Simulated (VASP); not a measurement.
Here is a VASP 6.6.1 calculation.

Contents of INCAR:

```
SYSTEM = LaMg3
  PREC = Accurate
  ENCUT = 520
  EDIFF = 1E-6
  ISMEAR = -1
  SIGMA = 0.1
  LREAL = .FALSE.
  LASPH = .TRUE.
  NELM = 80
  ALGO = Normal
  ISIF = 2
  LWAVE = .FALSE.
  LCHARG = .FALSE.
  GGA = CA
  NBANDS = 16
```

Contents of KPOINTS:

```
Automatic mesh
0
G
  4 4 4
  0 0 0
```

POSCAR

```
LaMg3
1.0
    4.8263130000      0.0000000000      0.0000000000
    0.0000000000      4.8263130000      0.0000000000
    0.0000000000      0.0000000000      4.8263130000
La Mg
1 3
Direct
    0.0049801184      0.0000000000      0.0000000000
    0.5050606793      0.5000000000      0.0000000000
    0.5050606793      0.0000000000      0.5000000000
    0.0056185230      0.5000000000      0.5000000000
```

Potentials or basis: VASP PAW LDA potentials, release 64 (La, Mg).

Command:

```bash
$ cat potpaw_LDA.64/La/POTCAR potpaw_LDA.64/Mg/POTCAR > POTCAR
$ mpirun -np 1 vasp_std > vasp.out
```

(1) What does it give for the pressure?

(2) Predict the largest force.

Results:

(1) -2.5 GPa.

(2) 0.004 eV/Å.
